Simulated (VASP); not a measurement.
Runs of VASP 6.6.1 on Sn. The structure is that of space group Im-3m (No. 229), or close to it. The cells are those of the table. 

```csv
cell,gap on the mesh (eV),pressure (GPa)
"a = 3.367 Å, angles 109.5°, 1 atom",none,-4.7
"a = 3.192 Å, angles 109.5°, 1 atom",none,3.1
"a = 3.237 Å, angles 109.5°, 1 atom",none,(a)
"a = 3.282 Å, angles 109.5°, 1 atom",none,-1.7
```

Alike in all rows: task single point; level PBEsol; potentials or basis VASP PAW PBE potentials, release 64 (Sn_d); no spin polarisation; k mesh 11 × 11 × 11; cutoff (eV) 520; smearing methfessel-paxton 0.1 eV.

Question: Fill in the values left out.

Answer: (a) 0.4.

Caveats: the PAW data sets were made with another functional, which shifts forces and pressure a little; spin-orbit coupling is left out, which moves the levels of the heavy elements.

A k mesh can miss the band edges, and the runs leave out spin-orbit coupling on Sn.

A gap of «none» marks levels without a gap at the run's occupations.
